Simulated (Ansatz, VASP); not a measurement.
# One calculation of ZnCd2S, two programs

File INCAR:

```
  PREC = Accurate
  ENCUT = 520
  EDIFF = 1E-6
  ISMEAR = 0
  SIGMA = 0.1
  LREAL = False
  LASPH = True
  NELM = 100
  ALGO = Normal
  ISIF = 2
  LWAVE = False
  LCHARG = False
  GGA = PE
  NBANDS = 29
```

Contents of KPOINTS:

```
regular mesh
0
Gamma
  6 6 2
```

POSCAR

```
ZnCd2S
1.0
    3.8232818900      0.0000000000      0.0000000000
   -1.9116409400      3.3110592400      0.0000000000
    0.0000000000      0.0000000000      8.0345175500
Zn Cd S
1 2 1
Direct
    0.0000000000      0.0000000000      0.5000000000
    0.0000000000      0.0000000000      0.2266663800
    0.0000000000      0.0000000000      0.7733336200
    0.0000000000      0.0000000000      0.0000000000
```

Input for Ansatz:

```yaml
crystal:
  lattice:
    - [3.82328189, 0.0, 0.0]
    - [-1.91164094, 3.31105924, 0.0]
    - [0.0, 0.0, 8.03451755]
  atoms:
    - { symbol: Zn, position: [0.0, 0.0, 0.5] }
    - { symbol: Cd, position: [0.0, 0.0, 0.22666638] }
    - { symbol: Cd, position: [0.0, 0.0, 0.77333362] }
    - { symbol: S, position: [0.0, 0.0, 0.0] }
basis:
  ecutwfc: 420
kpoints:
  mp_grid: { grid: [6, 6, 2] }
hamiltonian:
  xc: pbe
scf:
  occupations: { method: gaussian, width: 0.1 }
  lower_state_search: "off"
output:
  forces: true
  stress: true
  eigenvalues: true
```

Alike in both runs: task single point; functional PBE; k mesh 6 × 6 × 2; occupations gaussian, width 0.1 eV; no spin polarisation.

|  | VASP | Ansatz |
| --- | --- | --- |
| version | VASP 6.6.1 | Ansatz 0.2.0 |
| potentials or method | VASP PAW PBE potentials, release 64 (Zn, Cd, S), cutoff 520 eV | scalar-relativistic, plane waves, PAW |
| valence electrons in the cell | 42 | 58 |

|  | VASP | Ansatz | Ansatz less VASP |
| --- | --- | --- | --- |
| gap on the k mesh at the Fermi level (eV) | none | none | - |
| rms of the force components (eV/Å) | 5.789 | 5.547 | -0.2426 |

Atom by atom the forces differ by 0.243 eV/Å (rms over components). A gap of «none» marks a metal or a gap that the smearing closes. VASP's potentials hold 42 valence electrons a cell and Ansatz's 58, so a difference there can come from the potentials and not from the codes.

The k mesh is coarse, so the values compare programs but aren't converged.
